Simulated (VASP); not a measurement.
A run of VASP 6.6.1 is set up as follows.

Contents of INCAR:

```
PREC = Accurate
ENCUT = 520
EDIFF = 1E-7
ISMEAR = 0
SIGMA = 0.06802846561497
LREAL = F
LASPH = T
NELM = 100
ALGO = Normal
ISIF = 2
LWAVE = F
LCHARG = F
GGA = CA
NBANDS = 9
```

KPOINTS

```
regular mesh
0
Gamma
  10 10 10
```

POSCAR

```
LiH
1.0
    0.0000000000      1.9101338532      1.9101338532
    1.9101338532      0.0000000000      1.9101338532
    1.9101338532      1.9101338532      0.0000000000
Li H
1 1
Direct
    0.0000000000      0.0000000000      0.0000000000
    0.5000000000      0.5000000000      0.5000000000
```

Potentials or basis: VASP PAW LDA potentials, release 64 (Li_sv, H).

Command:

```bash
$ cat potpaw_LDA.64/Li_sv/POTCAR potpaw_LDA.64/H/POTCAR > POTCAR
$ mpirun -np 1 vasp_std > vasp.out
```

Q: Predict the band gap on the k mesh.

A: 2.45 eV, direct.

 A k mesh can miss the band edges.
